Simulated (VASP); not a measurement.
# Rh (P6_3/mmc) in VASP: single point with PBEsol

Aim: the single point of Rh with PBEsol.

All numbers are computed with VASP 6.6.1; they aren't measurements. Logs are shortened: lines on timing, memory, paths and dates and some standing lists are left out, and cuts for length are marked.

## 1. The cell of the first run

Symmetry: P6_3/mmc, No. 194, hexagonal system. The conventional cell has a = 2.731 Å, b = 2.731 Å, c = 4.428 Å, α = 90.00°, β = 90.00°, γ = 120.00°. Rh (site symmetry -6m2) has 12 Rh at 2.72 to 2.73 Å within 3.6 Å.

This isn't the form of Rh at room conditions, which is fcc.

## 2. Single point, PBEsol

File INCAR:

```
  ALGO = Fast
  EDIFF = 1E-6
  ENCUT = 520
  GGA = PS
  ISIF = 2
  ISMEAR = 0
  LASPH = True
  LCHARG = False
  LREAL = False
  LWAVE = False
  NBANDS = 22
  NELM = 80
  PREC = Accurate
  SIGMA = 0.15
```

File KPOINTS:

```
k-points
0
Gamma
  24 24 12
```

File POSCAR:

```
Rh
1.0
    2.7309790422      0.0000000000      0.0000000000
   -1.3654895211      2.3650972278      0.0000000000
    0.0000000000      0.0000000000      4.4284890000
Rh
2
Direct
    0.6666666667      0.3333333333      0.7500000000
    0.3333333333      0.6666666667      0.2500000000
```

Potentials or basis: VASP PAW PBE potentials, release 64 (Rh_pv).

Launch:

```
> cat potpaw_PBE.64/Rh_pv/POTCAR > POTCAR
> mpirun -np 1 vasp_std > vasp.out
```

OUTCAR:

```text
EDIFF = 1E-6
   ENCUT = 520
   GGA = PS
   ISIF = 2
   ISMEAR = 0
   LASPH = True
   LREAL = False
   NELM = 80
   PREC = Accurate

 ion  position               nearest neighbor table
   1  0.667  0.333  0.750-   2 2.72   2 2.72   2 2.72   2 2.72   2 2.72   2 2.72
   2  0.333  0.667  0.250-   1 2.72   1 2.72   1 2.72   1 2.72   1 2.72   1 2.72

  LATTYP: Found a hexagonal cell.
 ALAT       =     2.7309790422
 C/A-ratio  =     1.6215756077

  Lattice vectors:

 A1 = (   2.7309790422,   0.0000000000,   0.0000000000)
 A2 = (  -1.3654895211,   2.3650972278,   0.0000000000)
 A3 = (   0.0000000000,   0.0000000000,   4.4284890000)

Analysis of symmetry for initial positions (statically):
=====================================================================
 Subroutine PRICEL returns:
 Original cell was already a primitive cell.

 Routine SETGRP: Setting up the symmetry group for a
 hexagonal supercell.

 Subroutine GETGRP returns: Found 24 space group operations
 (whereof 12 operations were pure point group operations)
 out of a pool of 24 trial point group operations.

The static configuration has the point symmetry D_3d.
 The point group associated with its full space group is D_6h.

Analysis of symmetry for dynamics (positions and initial velocities):
=====================================================================
 Subroutine PRICEL returns:
 Original cell was already a primitive cell.

 Routine SETGRP: Setting up the symmetry group for a
 hexagonal supercell.

 Subroutine GETGRP returns: Found 24 space group operations
 (whereof 12 operations were pure point group operations)
 out of a pool of 24 trial point group operations.

The dynamic configuration has the point symmetry D_3d.
 The point group associated with its full space group is D_6h.

 Subroutine INISYM returns: Found 24 space group operations
 (whereof 12 operations are pure point group operations),
 and found     1 'primitive' translations

----------------------------------------------------------------------------------------

                                     Primitive cell

  volume of cell :      28.6037

  direct lattice vectors                    reciprocal lattice vectors
     2.730979042  0.000000000  0.000000000     0.366169049  0.211407799  0.000000000
    -1.365489521  2.365097228  0.000000000     0.000000000  0.422815599  0.000000000
     0.000000000  0.000000000  4.428489000     0.000000000  0.000000000  0.225810655

  length of vectors
     2.730979042  2.730979042  4.428489000     0.422815599  0.422815599  0.225810655

  position of ions in fractional coordinates (direct lattice)
     0.666666667  0.333333333  0.750000000
     0.333333333  0.666666667  0.250000000

  ion indices of the primitive-cell ions
   primitive index   ion index
                 1           1
                 2           2

----------------------------------------------------------------------------------------

 KPOINTS: k-points

Automatic generation of k-mesh.
 Grid dimensions read from file:
 generate k-points for:   24   24   12

 Generating k-lattice:

  Cartesian coordinates                     Fractional coordinates (reciprocal lattice)
     0.015257044  0.008808658  0.000000000     0.041666667  0.000000000  0.000000000
     0.000000000  0.017617317  0.000000000     0.000000000  0.041666667  0.000000000
     0.000000000  0.000000000  0.018817555     0.000000000  0.000000000  0.083333333

  Length of vectors
     0.017617317  0.017617317  0.018817555

  Shift w.r.t. Gamma in fractional coordinates (k-lattice)
     0.000000000  0.000000000  0.000000000

 Subroutine IBZKPT returns following result:
 ===========================================

 Found    427 irreducible k-points:

 Following reciprocal coordinates:
            Coordinates               Weight
  0.000000  0.000000  0.000000      1.000000
  0.041667 -0.000000  0.000000      6.000000
  0.083333 -0.000000  0.000000      6.000000
  0.125000 -0.000000  0.000000      6.000000
  0.166667 -0.000000  0.000000      6.000000
  0.208333 -0.000000  0.000000      6.000000
[... 16 lines left out ...]
  0.416667  0.041667  0.000000     12.000000
  0.458333  0.041667  0.000000     12.000000
 [... further k-points ...]
   k-points           NKPTS =    427   k-points in BZ     NKDIM =    427   number of bands    NBANDS=     22
   number of dos      NEDOS =    301   number of ions     NIONS =      2
   total plane-waves  NPLWV =  14400
   dimension x,y,z NGX =    20 NGY =   20 NGZ =   36
   dimension x,y,z NGXF=    40 NGYF=   40 NGZF=   72
   ions per type =               2
   NGX,Y,Z   is equivalent  to a cutoff of  12.17, 12.17, 13.51 a.u.
   NGXF,Y,Z  is equivalent  to a cutoff of  24.35, 24.35, 27.03 a.u.
 SYSTEM =  unknown system
   PREC   = accura    normal or accurate (medium, high low for compatibility)
   ISTART =      0    job   : 0-new  1-cont  2-samecut
   ICHARG =      2    charge: 1-file 2-atom 10-const
   ISPIN  =      1    spin polarized calculation?
   LNONCOLLINEAR =      F non collinear calculations
   LSORBIT =      F    spin-orbit coupling
   LASPH  =      T    aspherical Exc in radial PAW
   ENCUT  =  520.0 eV  38.22 Ry    6.18 a.u.   5.08  5.08  8.23*2*pi/ulx,y,z
   NELM   =     80;   NELMIN=  2; NELMDL= -5     # of ELM steps
   EDIFF  = 0.1E-05   stopping-criterion for ELM
   LREAL  =      F    real-space projection
   EDIFFG = 0.1E-04   stopping-criterion for IOM
   NSW    =      0    number of steps for IOM
   IBRION =     -1    ionic relax: 0-MD 1-quasi-New 2-CG
   NFREE  =      0    steps in history (QN), initial steepest desc. (CG)
   ISIF   =      2    stress and relaxation
   ISYM   =      2    0-nonsym 1-usesym 2-fastsym
   POTIM  = 0.5000    time-step for ionic-motion
   TEBEG  =    0.0;   TEEND  =   0.0 temperature during run
   PSTRESS=    0.0 pullay stress
   NELECT =      30.0000    total number of electrons
   NUPDOWN=      -1.0000    fix difference up-down
   EMIN   =  10.00;   EMAX   =-10.00  energy-range for DOS
   EFERMI =   0.00;   METHOD = LEGACY
   ISMEAR =     0;   SIGMA  =   0.15  broadening in eV -4-tet -1-fermi 0-gaus
   EFERMI_NEDOS =   21; number of points for ismear=-14 and -15
   IALGO  =     68    algorithm
   IMIX   =      4    mixing-type and parameters
     AMIX     =   0.40;   BMIX     =  1.00
     AMIX_MAG =   1.60;   BMIX_MAG =  1.00
  volume/ion in A,a.u.               =      14.30        96.51
  Fermi-wavevector in a.u.,A,eV,Ry     =   1.663314  3.143208 37.642066  2.766614
  Thomas-Fermi vector in A             =   2.750053
   LORBIT       =      0    0 simple, 1 ext, 2 COOP (PROOUT), +10 PAW based schemes
   GGA     = PS    functional components
   LHFCALC =     F    Hartree Fock is set to
   AEXX    =    0.0000 exact exchange contribution
   IVDW    =     0    specifies the selected vdW correction
   LEPSILON=     F    determine dielectric tensor
   LRPA    =     F    only Hartree local field effects (RPA)
 non-spin polarized calculation
 RMM-DIIS sequential band-by-band and
 Gauss-broadening in eV      SIGMA  =   0.15
  energy-cutoff  :      520.00
  volume of cell :       28.60
 maximum number of plane-waves:       785
   NGX = 11   NGY = 11   NGZ = 17

 number of electron      30.0000009 magnetization

 Free energy of the ion-electron system (eV)
  ---------------------------------------------------
  ext. energy  EPLUGINS =         0.00000000
  ---------------------------------------------------
  free energy    TOTEN  =       -16.14642198 eV

  energy without entropy =      -16.10824147  energy(sigma->0) =      -16.12733173

 E-fermi :  11.1343     XC(G=0): -13.9639

 val. band max:       11.1331264188   @ k =   0.2500   0.1667   0.0000
 cond. band min:      11.1357934204   @ k =   0.3333   0.0833   0.0000
 fundamental gap:      0.0026670016
 Fermi energy:        11.1343164963

 k-point     1 :       0.0000    0.0000    0.0000
  band No.  band energies     occupation
      1     -35.8674      2.00000
      2     -35.2936      2.00000
      3     -35.2936      2.00000
      4     -35.2140      2.00000
      5     -35.2004      2.00000
      6     -35.2004      2.00000
[... 14 lines left out ...]
     21      29.1154      0.00000
     22      29.7236      0.00000

 k-point     2 :       0.0417   -0.0000    0.0000
  band No.  band energies     occupation
      1     -35.8638      2.00000
      2     -35.3018      2.00000
      3     -35.2963      2.00000
      4     -35.2155      2.00000
      5     -35.2089      2.00000
      6     -35.2017      2.00000
[... 14 lines left out ...]
     21      29.1848      0.00000
     22      29.7723      0.00000

 k-point     3 :       0.0833   -0.0000    0.0000
  band No.  band energies     occupation
      1     -35.8533      2.00000
      2     -35.3257      2.00000
      3     -35.3040      2.00000
      4     -35.2337      2.00000
      5     -35.2198      2.00000
      6     -35.2056      2.00000
[... 14 lines left out ...]
     21      29.3806      0.00000
     22      29.8243      0.00000

 k-point     4 :       0.1250   -0.0000    0.0000
  band No.  band energies     occupation
      1     -35.8361      2.00000
      2     -35.3639      2.00000
      3     -35.3162      2.00000
      4     -35.2729      2.00000
      5     -35.2271      2.00000
      6     -35.2120      2.00000
[... 14 lines left out ...]
     21      29.6209      0.00000
     22      29.6541      0.00000

 k-point     5 :       0.1667   -0.0000    0.0000
  band No.  band energies     occupation
      1     -35.8130      2.00000
      2     -35.4136      2.00000
      3     -35.3318      2.00000
      4     -35.3235      2.00000
      5     -35.2374      2.00000
      6     -35.2205      2.00000
[... 14 lines left out ...]
     21      29.5125      0.00000
     22      29.7872      0.00000

 k-point     6 :       0.2083   -0.0000    0.0000
  band No.  band energies     occupation
      1     -35.7848      2.00000
      2     -35.4715      2.00000
      3     -35.3816      2.00000
      4     -35.3496      2.00000
      5     -35.2507      2.00000
      6     -35.2306      2.00000
[... 14 lines left out ...]
     21      28.7410      0.00000
     22      29.1433      0.00000

 k-point     7 :       0.2500   -0.0000    0.0000
  band No.  band energies     occupation
      1     -35.7526      2.00000
      2     -35.5338      2.00000
      3     -35.4431      2.00000
      4     -35.3684      2.00000
      5     -35.2669      2.00000
      6     -35.2417      2.00000
[... 324 lines left out ...]
      6     -35.2633      2.00000
[... 14 lines left out ...]
     21      25.9730      0.00000
     22      27.2036      0.00000

 k-point    21 :       0.3333    0.0417    0.0000
  band No.  band energies     occupation
      1     -35.6790      2.00000
      2     -35.6619      2.00000
      3     -35.5852      2.00000
      4     -35.4146      2.00000
      5     -35.3191      2.00000
      6     -35.2737      2.00000
[... 14 lines left out ...]
     21      25.1682      0.00000
     22      26.5614      0.00000

 k-point    22 :       0.3750    0.0417    0.0000
  band No.  band energies     occupation
      1     -35.7230      2.00000
      2     -35.6285      2.00000
      3     -35.6257      2.00000
      4     -35.4283      2.00000
      5     -35.3410      2.00000
      6     -35.2822      2.00000
[... 14 lines left out ...]
     21      24.4942      0.00000
     22      25.9898      0.00000

 k-point    23 :       0.4167    0.0417    0.0000
  band No.  band energies     occupation
      1     -35.7540      2.00000
      2     -35.6542      2.00000
      3     -35.6011      2.00000
      4     -35.4379      2.00000
      5     -35.3604      2.00000
      6     -35.2883      2.00000
[... 14 lines left out ...]
     21      23.9997      0.00000
     22      25.5067      0.00000

 k-point    24 :       0.4583    0.0417    0.0000
  band No.  band energies     occupation
      1     -35.7701      2.00000
      2     -35.6689      2.00000
      3     -35.5849      2.00000
      4     -35.4429      2.00000
      5     -35.3724      2.00000
      6     -35.2914      2.00000
[... 14 lines left out ...]
     21      23.7298      0.00000
     22      25.0100      0.00000

 [... further k-points ...]

------------------------ aborting loop because EDIFF is reached ----------------------------------------

  FORCE on cell =-STRESS in cart. coord.  units (eV):
  Direction    XX          YY          ZZ          XY          YZ          ZX
  --------------------------------------------------------------------------------------
  -------------------------------------------------------------------------------------
  Total       -2.3410957     -2.3410957     -2.6090201      0.0000000     -0.0000000      0.0000000
  in kB     -131.1314350   -131.1314350   -146.1386414      0.0000000     -0.0000000      0.0000000
  external PRESSURE =    -136.1338372 kB  Pullay stress =       0.0000000 kB

 VOLUME and BASIS-vectors are now :
 -----------------------------------------------------------------------------
  energy-cutoff  :      520.00
  volume of cell :       28.60
      direct lattice vectors                 reciprocal lattice vectors
     2.730979042  0.000000000  0.000000000     0.366169049  0.211407799  0.000000000
    -1.365489521  2.365097228  0.000000000     0.000000000  0.422815599  0.000000000
     0.000000000  0.000000000  4.428489000     0.000000000  0.000000000  0.225810655

 POSITION                                       TOTAL-FORCE (eV/Angst)
 -----------------------------------------------------------------------------------
      1.36549      0.78837      3.32137        -0.000000     -0.000000      0.000000
     -0.00000      1.57673      1.10712         0.000000      0.000000      0.000000
 -----------------------------------------------------------------------------------
    total drift:                               -0.000000      0.000000     -0.000000

  FREE ENERGIE OF THE ION-ELECTRON SYSTEM (eV)
  ---------------------------------------------------
  free  energy   TOTEN  =       -16.1464219797 eV

  energy  without entropy=      -16.1082414734  energy(sigma->0) =      -16.12733173
```

It took 4.4 min on 1 thread of Intel Xeon 8259CL, shared host; peak memory 0.3 GiB.

What came out:

```
Free energy            : -16.1464 eV
Pressure               : -13.6 GPa
Band gap on the k mesh : zero (bands 15 and 16 overlap by 2.28 eV)
```

Levels at points of the mesh, in eV from the Fermi level:
| k point | band 11 | band 12 | band 13 | band 14 | band 15 | band 16 | band 17 | band 18 | band 19 | band 20 |
| --- | --- | --- | --- | --- | --- | --- | --- | --- | --- | --- |
| (0.00, 0.00, 0.00) | -2.87 | -2.38 | -2.38 | -1.79 | -1.79 | 0.13 | 0.13 | 0.67 | 8.15 | 15.83 |
| (0.50, 0.00, 0.00) | -2.58 | -2.14 | -2.07 | 0.41 | 0.58 | 0.70 | 2.89 | 4.91 | 9.98 | 10.43 |
| (0.00, 0.00, 0.50) | -2.96 | -2.96 | -2.96 | -2.96 | -0.41 | -0.41 | -0.41 | -0.41 | 14.58 | 14.58 |
| (0.50, 0.00, 0.50) | -1.57 | -1.57 | -0.30 | -0.30 | 0.58 | 0.58 | 2.57 | 2.57 | 8.91 | 8.91 |

Caveat: the cell stands under tension; the PAW data sets were made with another functional, which shifts forces and pressure a little.
